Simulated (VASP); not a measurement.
# AlP (F-43m) in VASP: notebook

Runs on AlP. Level: PBEsol. Tasks: relaxation of cell and atoms, single point.

Program: VASP 6.6.1. These are calculated values, not measurements. Logs are shortened: lines on timing, memory, paths and dates and some standing lists are left out, and cuts for length are marked.

### 1 The cell of the first run

The structure is cubic, space group F-43m (No. 216). The conventional cell has a = 5.325 Å, b = 5.325 Å, c = 5.325 Å, α = 90.00°, β = 90.00°, γ = 90.00°. Within 3.0 Å of Al (site symmetry -43m) lie 4 P at 2.31 Å. Within 3.0 Å of P (site symmetry -43m) lie 4 Al at 2.31 Å.

### 2 Relaxation of cell and atoms, PBEsol, target pressure 8 GPa, at which the enthalpy is minimised

The input, INCAR:

```
  ALGO = Normal
  EDIFF = 1E-7
  EDIFFG = -0.008
  ENCUT = 500
  GGA = PS
  GGA_COMPAT = F
  IBRION = 2
  ISIF = 3
  ISMEAR = 0
  LASPH = T
  LCHARG = F
  LREAL = F
  LWAVE = F
  NELM = 120
  NELMIN = 4
  NSW = 70
  PREC = Accurate
  PSTRESS = 80.0
  SIGMA = 0.02
```

The input, KPOINTS:

```
k-points
0
Gamma
  8 8 8
```

The input, POSCAR:

```
AlP
1.0
    0.0000000000      2.6624755418      2.6624755418
    2.6624755418      0.0000000000      2.6624755418
    2.6624755418      2.6624755418      0.0000000000
Al P
1 1
Direct
    0.0000000000      0.0000000000      0.0000000000
    0.7500000000      0.7500000000      0.7500000000
```

Potentials or basis: VASP PAW PBE potentials, release 64 (Al, P).

Run with:

```bash
> cat potpaw_PBE.64/Al/POTCAR potpaw_PBE.64/P/POTCAR > POTCAR
> mpirun -np 1 vasp_std > vasp.out
```

OUTCAR:

```text
EDIFF = 1E-7
   EDIFFG = -0.008
   ENCUT = 500
   GGA = PS
   IBRION = 2
   ISIF = 3
   ISMEAR = 0
   LASPH = T
   LREAL = F
   NELM = 120
   NELMIN = 4
   NSW = 70
   PREC = Accurate
   PSTRESS = 80.0

 ion  position               nearest neighbor table
   1  0.000  0.000  0.000-   2 2.31   2 2.31   2 2.31   2 2.31
   2  0.750  0.750  0.750-   1 2.31   1 2.31   1 2.31   1 2.31

  LATTYP: Found a face centered cubic cell.
 ALAT       =     5.3249510836

  Lattice vectors:

 A1 = (   0.0000000000,   2.6624755418,   2.6624755418)
 A2 = (   2.6624755418,   0.0000000000,   2.6624755418)
 A3 = (   2.6624755418,   2.6624755418,   0.0000000000)

Analysis of symmetry for initial positions (statically):
=====================================================================
 Subroutine PRICEL returns:
 Original cell was already a primitive cell.

 Routine SETGRP: Setting up the symmetry group for a
 face centered cubic supercell.

 Subroutine GETGRP returns: Found 24 space group operations
 (whereof 24 operations were pure point group operations)
 out of a pool of 48 trial point group operations.

The static configuration has the point symmetry T_d .

Analysis of symmetry for dynamics (positions and initial velocities):
=====================================================================
 Subroutine PRICEL returns:
 Original cell was already a primitive cell.

 Routine SETGRP: Setting up the symmetry group for a
 face centered cubic supercell.

 Subroutine GETGRP returns: Found 24 space group operations
 (whereof 24 operations were pure point group operations)
 out of a pool of 48 trial point group operations.

The dynamic configuration has the point symmetry T_d .

 Subroutine INISYM returns: Found 24 space group operations
 (whereof 24 operations are pure point group operations),
 and found     1 'primitive' translations

----------------------------------------------------------------------------------------

                                     Primitive cell

  volume of cell :      37.7474

  direct lattice vectors                    reciprocal lattice vectors
     0.000000000  2.662475542  2.662475542    -0.187795152  0.187795152  0.187795152
     2.662475542  0.000000000  2.662475542     0.187795152 -0.187795152  0.187795152
     2.662475542  2.662475542  0.000000000     0.187795152  0.187795152 -0.187795152

  length of vectors
     3.765309021  3.765309021  3.765309021     0.325270745  0.325270745  0.325270745

  position of ions in fractional coordinates (direct lattice)
     0.000000000  0.000000000  0.000000000
     0.750000000  0.750000000  0.750000000

  ion indices of the primitive-cell ions
   primitive index   ion index
                 1           1
                 2           2

----------------------------------------------------------------------------------------

 KPOINTS: k-points

Automatic generation of k-mesh.
 Grid dimensions read from file:
 generate k-points for:    8    8    8

 Generating k-lattice:

  Cartesian coordinates                     Fractional coordinates (reciprocal lattice)
    -0.023474394  0.023474394  0.023474394     0.125000000  0.000000000  0.000000000
     0.023474394 -0.023474394  0.023474394     0.000000000  0.125000000  0.000000000
     0.023474394  0.023474394 -0.023474394     0.000000000  0.000000000  0.125000000

  Length of vectors
     0.040658843  0.040658843  0.040658843

  Shift w.r.t. Gamma in fractional coordinates (k-lattice)
     0.000000000  0.000000000  0.000000000

 Subroutine IBZKPT returns following result:
 ===========================================

 Found     29 irreducible k-points:

 Following reciprocal coordinates:
            Coordinates               Weight
  0.000000  0.000000  0.000000      1.000000
  0.125000  0.000000  0.000000      8.000000
  0.250000  0.000000  0.000000      8.000000
  0.375000  0.000000  0.000000      8.000000
  0.500000  0.000000  0.000000      4.000000
  0.125000  0.125000  0.000000      6.000000
[... 16 lines left out ...]
  0.500000  0.250000  0.125000     48.000000
 -0.375000  0.250000  0.125000     24.000000
 [... further k-points ...]
   k-points           NKPTS =     29   k-points in BZ     NKDIM =     29   number of bands    NBANDS=      8
   number of dos      NEDOS =    301   number of ions     NIONS =      2
   total plane-waves  NPLWV =  21952
   dimension x,y,z NGX =    28 NGY =   28 NGZ =   28
   dimension x,y,z NGXF=    56 NGYF=   56 NGZF=   56
   ions per type =               1   1
   NGX,Y,Z   is equivalent  to a cutoff of  12.36, 12.36, 12.36 a.u.
   NGXF,Y,Z  is equivalent  to a cutoff of  24.73, 24.73, 24.73 a.u.
 SYSTEM =  unknown system
   PREC   = accura    normal or accurate (medium, high low for compatibility)
   ISTART =      0    job   : 0-new  1-cont  2-samecut
   ICHARG =      2    charge: 1-file 2-atom 10-const
   ISPIN  =      1    spin polarized calculation?
   LNONCOLLINEAR =      F non collinear calculations
   LSORBIT =      F    spin-orbit coupling
   LASPH  =      T    aspherical Exc in radial PAW
   ENCUT  =  500.0 eV  36.75 Ry    6.06 a.u.   6.87  6.87  6.87*2*pi/ulx,y,z
   NELM   =    120;   NELMIN=  4; NELMDL= -5     # of ELM steps
   EDIFF  = 0.1E-06   stopping-criterion for ELM
   LREAL  =      F    real-space projection
   EDIFFG = -.8E-02   stopping-criterion for IOM
   NSW    =     70    number of steps for IOM
   IBRION =      2    ionic relax: 0-MD 1-quasi-New 2-CG
   NFREE  =      1    steps in history (QN), initial steepest desc. (CG)
   ISIF   =      3    stress and relaxation
   ISYM   =      2    0-nonsym 1-usesym 2-fastsym
   POTIM  = 0.5000    time-step for ionic-motion
   TEBEG  =    0.0;   TEEND  =   0.0 temperature during run
   PSTRESS=   80.0 pullay stress
   NELECT =       8.0000    total number of electrons
   NUPDOWN=      -1.0000    fix difference up-down
   EMIN   =  10.00;   EMAX   =-10.00  energy-range for DOS
   EFERMI =   0.00;   METHOD = LEGACY
   ISMEAR =     0;   SIGMA  =   0.02  broadening in eV -4-tet -1-fermi 0-gaus
   EFERMI_NEDOS =   21; number of points for ismear=-14 and -15
   IALGO  =     38    algorithm
   IMIX   =      4    mixing-type and parameters
     AMIX     =   0.40;   BMIX     =  1.00
     AMIX_MAG =   1.60;   BMIX_MAG =  1.00
  volume/ion in A,a.u.               =      18.87       127.37
  Fermi-wavevector in a.u.,A,eV,Ry     =   0.976059  1.844483 12.962138  0.952690
  Thomas-Fermi vector in A             =   2.106647
   LORBIT       =      0    0 simple, 1 ext, 2 COOP (PROOUT), +10 PAW based schemes
   GGA     = PS    functional components
   LHFCALC =     F    Hartree Fock is set to
   AEXX    =    0.0000 exact exchange contribution
   IVDW    =     0    specifies the selected vdW correction
   LEPSILON=     F    determine dielectric tensor
   LRPA    =     F    only Hartree local field effects (RPA)
 conjugate gradient relaxation of ions
 non-spin polarized calculation
 Gauss-broadening in eV      SIGMA  =   0.02
  energy-cutoff  :      500.00
  volume of cell :       37.75
 maximum number of plane-waves:       982
   NGX = 13   NGY = 13   NGZ = 13

--------------------------------------- Ionic step        1  -------------------------------------------

 number of electron       7.9999999 magnetization

 Free energy of the ion-electron system (eV)
  ---------------------------------------------------
  ext. energy  EPLUGINS =         0.00000000
  ---------------------------------------------------
  free energy    TOTEN  =       -10.91702346 eV

  energy without entropy =      -10.91702346  energy(sigma->0) =      -10.91702346

------------------------ aborting loop because EDIFF is reached ----------------------------------------

  FORCE on cell =-STRESS in cart. coord.  units (eV):
  Direction    XX          YY          ZZ          XY          YZ          ZX
  --------------------------------------------------------------------------------------
  -------------------------------------------------------------------------------------
  Total        1.9661709      1.9661709      1.9661709     -0.0000000      0.0000000     -0.0000000
  in kB       83.4535817     83.4535817     83.4535817     -0.0000000      0.0000000     -0.0000000
  external PRESSURE =       3.4535817 kB  Pullay stress =      80.0000000 kB

 VOLUME and BASIS-vectors are now :
 -----------------------------------------------------------------------------
  energy-cutoff  :      500.00
  volume of cell :       37.75
      direct lattice vectors                 reciprocal lattice vectors
     0.000000000  2.662475542  2.662475542    -0.187795152  0.187795152  0.187795152
     2.662475542  0.000000000  2.662475542     0.187795152 -0.187795152  0.187795152
     2.662475542  2.662475542  0.000000000     0.187795152  0.187795152 -0.187795152
[... 46 lines left out ...]
  FREE ENERGIE OF THE ION-ELECTRON SYSTEM (eV)
  ---------------------------------------------------
  free  energy   TOTEN  =       -10.9281346127 eV

  energy  without entropy=      -10.9281346127  energy(sigma->0) =      -10.92813461

  enthalpy is  TOTEN    =        -9.0322106975 eV   P V=        1.8959239153

--------------------------------------- Ionic step        3  -------------------------------------------

 number of electron       7.9999999 magnetization

 Free energy of the ion-electron system (eV)
  ---------------------------------------------------
  ext. energy  EPLUGINS =         0.00000000
  ---------------------------------------------------
  free energy    TOTEN  =       -10.92256827 eV

  energy without entropy =      -10.92256827  energy(sigma->0) =      -10.92256827

 E-fermi :   5.3138     XC(G=0):  -9.6449

 val. band max:        5.2209349664   @ k =   0.0000   0.0000   0.0000
 cond. band min:       6.5075440005   @ k =   0.5000   0.5000   0.0000
 fundamental gap:      1.2866090341
 Fermi energy:         5.3137980127

 k-point     1 :       0.0000    0.0000    0.0000
  band No.  band energies     occupation
      1      -6.7396      2.00000
      2       5.2209      2.00000
      3       5.2209      2.00000
      4       5.2209      2.00000
      5       9.0413      0.00000
      6       9.8313      0.00000
      7       9.8313      0.00000
      8       9.8313      0.00000

 k-point     2 :       0.1250    0.0000    0.0000
  band No.  band energies     occupation
      1      -6.5515      2.00000
      2       3.9516      2.00000
      3       5.0609      2.00000
      4       5.0609      2.00000
      5       9.2392      0.00000
      6      10.1362      0.00000
      7      10.1362      0.00000
      8      10.5926      0.00000
[... 221 lines left out ...]
 k-point    23 :       0.5000    0.2500    0.1250
  band No.  band energies     occupation
      1      -4.8875      2.00000
      2       0.3606      2.00000
      3       2.5538      2.00000
      4       3.8077      2.00000
      5       9.1425      0.00000
      6      10.0797      0.00000
      7      11.3912      0.00000
      8      12.5100      0.00000

 k-point    24 :      -0.3750    0.2500    0.1250
  band No.  band energies     occupation
      1      -4.5044      2.00000
      2      -0.2772      2.00000
      3       2.4234      2.00000
      4       3.5976      2.00000
      5       9.1316      0.00000
      6       9.7989      0.00000
      7      12.2839      0.00000
      8      13.1299      0.00000

 [... further k-points ...]

------------------------ aborting loop because EDIFF is reached ----------------------------------------

  FORCE on cell =-STRESS in cart. coord.  units (eV):
  Direction    XX          YY          ZZ          XY          YZ          ZX
  --------------------------------------------------------------------------------------
  -------------------------------------------------------------------------------------
  Total        1.8913937      1.8913937      1.8913937     -0.0000000      0.0000000      0.0000000
  in kB       80.0491405     80.0491405     80.0491405     -0.0000000      0.0000000      0.0000000
  external PRESSURE =       0.0491405 kB  Pullay stress =      80.0000000 kB

 VOLUME and BASIS-vectors are now :
 -----------------------------------------------------------------------------
  energy-cutoff  :      500.00
  volume of cell :       37.86
      direct lattice vectors                 reciprocal lattice vectors
     0.000000000  2.665029053  2.665029053    -0.187615215  0.187615215  0.187615215
     2.665029053  0.000000000  2.665029053     0.187615215 -0.187615215  0.187615215
     2.665029053  2.665029053  0.000000000     0.187615215  0.187615215 -0.187615215

 POSITION                                       TOTAL-FORCE (eV/Angst)
 -----------------------------------------------------------------------------------
      0.00000      0.00000      0.00000        -0.000000      0.000000      0.000000
      3.99754      3.99754      3.99754         0.000000     -0.000000     -0.000000
 -----------------------------------------------------------------------------------
    total drift:                               -0.000000     -0.000000     -0.000000

  FREE ENERGIE OF THE ION-ELECTRON SYSTEM (eV)
  ---------------------------------------------------
  free  energy   TOTEN  =       -10.9225682709 eV

  energy  without entropy=      -10.9225682709  energy(sigma->0) =      -10.92256827

  enthalpy is  TOTEN    =        -9.0323356933 eV   P V=        1.8902325776

 reached required accuracy - stopping structural energy minimisation
```

It took 11 s on 1 thread of Intel Xeon 6975P-C (Granite Rapids), shared host; peak memory 0.14 GiB.

What came out:

| Item | Value |
| --- | --- |
| Free energy | -10.9226 eV |
| Relaxed volume | 18.93 Å³/atom |
| Relaxed cell | a = 3.769 Å, b = 3.769 Å, c = 3.769 Å, α = 60.00°, β = 60.00°, γ = 60.00° |
| Space group after relaxing (to 0.05 Å) | F-43m (No. 216) |
| Energy change on relaxing (the enthalpy is what falls) | -2.8 meV/atom |
| Ionic steps | 3 |
| Pressure after relaxing | 8.0 GPa |
| Band gap on the k mesh | 1.29 eV, indirect (least direct gap 3.56 eV) |

Step by step:
```
step  energy change (eV)  largest force (eV/Å)  pressure (GPa)  volume (Å³)
   1              0.0000                0.0000            8.35        37.75
   2             -0.0111                0.0000            7.65        37.97
   3             -0.0055                0.0000            8.00        37.86
```

Final structure:
```cif
data_structure
_symmetry_space_group_name_H-M 'P 1'
_symmetry_Int_Tables_number 1
_cell_length_a 3.7689
_cell_length_b 3.7689
_cell_length_c 3.7689
_cell_angle_alpha 60.000
_cell_angle_beta 60.000
_cell_angle_gamma 60.000
_cell_volume 37.86
loop_
_atom_site_label
_atom_site_type_symbol
_atom_site_fract_x
_atom_site_fract_y
_atom_site_fract_z
_atom_site_occupancy
Al1 Al 0.00000 0.00000 0.00000 1
P1 P 0.75000 0.75000 0.75000 1
```

Caveat: the cell is relaxed towards a set pressure, so the enthalpy falls and the energy may rise; the PAW data sets were made with another functional, which shifts forces and pressure a little.

### 3 Relaxation of cell and atoms, PBEsol, target pressure 3 GPa, at which the enthalpy is minimised

This run uses another cell than the first one, of 19.89 Å³/atom, 1.054 times its volume.

The input, INCAR:

```
SYSTEM = AlP
PREC = Accurate ; ENCUT = 500
EDIFF = 1E-7 ; ISMEAR = 0
SIGMA = 0.02 ; LREAL = .False.
LASPH = .True. ; NELM = 120
ALGO = Normal ; ISIF = 3
LWAVE = .False. ; LCHARG = .False.
GGA = PS ; IBRION = 2
NSW = 70 ; EDIFFG = -0.008
PSTRESS = 30.0 ; GGA_COMPAT = .False.
NELMIN = 4
```

The input, KPOINTS:

```
Automatic mesh
0
Gamma
  8 8 8
  0 0 0
```

The input, POSCAR:

```
AlP
1.0
    0.0000000000      2.7096438352      2.7096438352
    2.7096438352      0.0000000000      2.7096438352
    2.7096438352      2.7096438352      0.0000000000
Al P
1 1
Direct
    0.0000000000      0.0000000000      0.0000000000
    0.7500000000      0.7500000000      0.7500000000
```

Potentials or basis: VASP PAW PBE potentials, release 64 (Al, P).

Run with:

```bash
> cat potpaw_PBE.64/Al/POTCAR potpaw_PBE.64/P/POTCAR > POTCAR
> mpirun -np 1 vasp_std > vasp.out
```

OUTCAR:

```text
SYSTEM = AlP
   PREC = Accurate
   ENCUT = 500
   EDIFF = 1E-7
   ISMEAR = 0
   LREAL = .False.
   LASPH = .True.
   NELM = 120
   ISIF = 3
   GGA = PS
   IBRION = 2
   NSW = 70
   EDIFFG = -0.008
   PSTRESS = 30.0
   NELMIN = 4

 ion  position               nearest neighbor table
   1  0.000  0.000  0.000-   2 2.35   2 2.35   2 2.35   2 2.35
   2  0.750  0.750  0.750-   1 2.35   1 2.35   1 2.35   1 2.35

  LATTYP: Found a face centered cubic cell.
 ALAT       =     5.4192876704

  Lattice vectors:

 A1 = (   0.0000000000,   2.7096438352,   2.7096438352)
 A2 = (   2.7096438352,   0.0000000000,   2.7096438352)
 A3 = (   2.7096438352,   2.7096438352,   0.0000000000)

Analysis of symmetry for initial positions (statically):
=====================================================================
[... 262 lines left out ...]
 cond. band min:       6.1639330268   @ k =   0.5000   0.5000   0.0000
 fundamental gap:      1.3856788423
 Fermi energy:         4.8919067439

 k-point     1 :       0.0000    0.0000    0.0000
  band No.  band energies     occupation
      1      -6.9025      2.00000
      2       4.7783      2.00000
      3       4.7783      2.00000
      4       4.7783      2.00000
      5       8.2030      0.00000
      6       9.3265      0.00000
      7       9.3265      0.00000
      8       9.3265      0.00000
[... 243 lines left out ...]
 k-point    24 :      -0.3750    0.2500    0.1250
  band No.  band energies     occupation
      1      -4.8097      2.00000
      2      -0.5344      2.00000
      3       2.0880      2.00000
      4       3.2315      2.00000
      5       8.6655      0.00000
      6       9.2692      0.00000
      7      11.7016      0.00000
      8      12.5064      0.00000

 [... further k-points ...]

------------------------ aborting loop because EDIFF is reached ----------------------------------------

  FORCE on cell =-STRESS in cart. coord.  units (eV):
  Direction    XX          YY          ZZ          XY          YZ          ZX
  --------------------------------------------------------------------------------------
  -------------------------------------------------------------------------------------
  Total        0.7433089      0.7433089      0.7433089      0.0000000     -0.0000000     -0.0000000
  in kB       30.0417611     30.0417611     30.0417611      0.0000000     -0.0000000     -0.0000000
  external PRESSURE =       0.0417611 kB  Pullay stress =      30.0000000 kB
[... 21 lines left out ...]
  energy  without entropy=      -10.9831486535  energy(sigma->0) =      -10.98314865

  enthalpy is  TOTEN    =       -10.2408730551 eV   P V=        0.7422755984

 reached required accuracy - stopping structural energy minimisation
```

Run time: 11 s. Hardware: 1 thread of Intel Xeon 6975P-C (Granite Rapids), shared host; peak memory 0.14 GiB.

Results:

```yaml
Free_energy: -10.9831 eV
Relaxed_volume: 19.82 Å³/atom
Relaxed_cell: a = 3.827 Å, b = 3.827 Å, c = 3.827 Å, α = 60.00°, β = 60.00°, γ = 60.00°
Space_group_after_relaxing_to_0.05_Å: F-43m (No. 216)
Energy_change_on_relaxing_the_enthalpy_is_what_falls: +1.3 meV/atom
Ionic_steps: 3
Pressure_after_relaxing: 3.0 GPa
Band_gap_on_the_k_mesh: 1.39 eV, indirect (least direct gap 3.42 eV)
```

The path:
| step | energy change (eV) | largest force (eV/Å) | pressure (GPa) | volume (Å³) |
| --- | --- | --- | --- | --- |
| 1 | 0.0000 | 0.0000 | 2.64 | 39.79 |
| 2 | 0.0048 | 0.0000 | 3.28 | 39.53 |
| 3 | 0.0026 | 0.0000 | 3.00 | 39.64 |

Final structure:
```
CELL_PARAMETERS angstrom
0.00000 2.70629 2.70629
2.70629 0.00000 2.70629
2.70629 2.70629 0.00000
ATOMIC_POSITIONS crystal
Al 0.00000 0.00000 0.00000
P 0.75000 0.75000 0.75000
```

Caveat: the cell is relaxed towards a set pressure, so the enthalpy falls and the energy may rise; the PAW data sets were made with another functional, which shifts forces and pressure a little.

[end of part 1 of 2]
